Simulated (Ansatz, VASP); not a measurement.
# AgCl: VASP beside Ansatz

The input INCAR:

```
PREC = Accurate
ENCUT = 520
EDIFF = 1E-7
ISMEAR = 0
SIGMA = 0.01
LREAL = False
LASPH = True
NELM = 150
ALGO = Normal
ISIF = 2
LWAVE = False
LCHARG = False
LNONCOLLINEAR = True
MAGMOM = 0 0 0 0 0 0
LORBIT = 11
LSORBIT = True
GGA_COMPAT = False
LORBMOM = True
LMAXMIX = 4
GGA = PS
NBANDS = 30
```

File KPOINTS:

```
regular mesh
0
Gamma
  8 8 8
```

Contents of POSCAR:

```
AgCl
1.0
    2.7237514517      2.7237514517      0.0000000000
   -2.7237514517      2.7237514517      0.0000000000
    0.0000000000      2.7237514517      2.7237514517
Ag Cl
1 1
Direct
    0.0000000000      0.0000000000      0.0000000000
    0.5000000000      0.5000000000      0.0000000000
```

Input for Ansatz:

```yaml
crystal:
  lattice:
    - [2.72375145167, 2.72375145167, 0.0]
    - [-2.72375145167, 2.72375145167, 0.0]
    - [0.0, 2.72375145167, 2.72375145167]
  atoms:
    - { symbol: Ag, position: [0.0, 0.0, 0.0] }
    - { symbol: Cl, position: [0.5, 0.5, 0.0] }
kpoints:
  mp_grid: { grid: [8, 8, 8] }
scf:
  occupations: { method: fixed }
  convergence: { dr2_threshold: 1.0e-10 }
hamiltonian:
  xc: pbesol
  pseudopotentials: { kind: all_electron, lapw: { basis_error: 0.0005 } }
magnetization:
  noncollinear: true
  spin_orbit: true
output:
  forces: true
  stress: true
  eigenstates:
    kpoints:
      - [0.0, 0.0, 0.0]
      - [0.5, 0.0, 0.0]
      - [0.0, 0.5, 0.5]
      - [0.0, -0.5, 0.0]
      - [0.5, 0.0, 0.5]
      - [-0.5, -0.5, -0.5]
      - [-0.5, 0.5, 0.0]
      - [0.0, 0.0, -0.5]
  eigenvalues: true
```

Change from the starting cell: unstrained.

Alike in both runs: task single point; functional PBEsol; k mesh 8 × 8 × 8; non-collinear spin, spin-orbit coupling.

|  | VASP | Ansatz |
| --- | --- | --- |
| version | VASP 6.6.1 | Ansatz 0.2.0 |
| potentials or method | VASP PAW PBE potentials, release 64 (Ag, Cl), cutoff 520 eV | all-electron LAPW |
| occupations | gaussian, width 0.01 eV | fixed |

```tsv
	VASP	Ansatz	Ansatz less VASP
pressure (GPa)	-0.1	0.0	+0.11
```

VASP's potentials were made for PBE, not for PBEsol. Ansatz ran all-electron here, and VASP with PAW potentials.
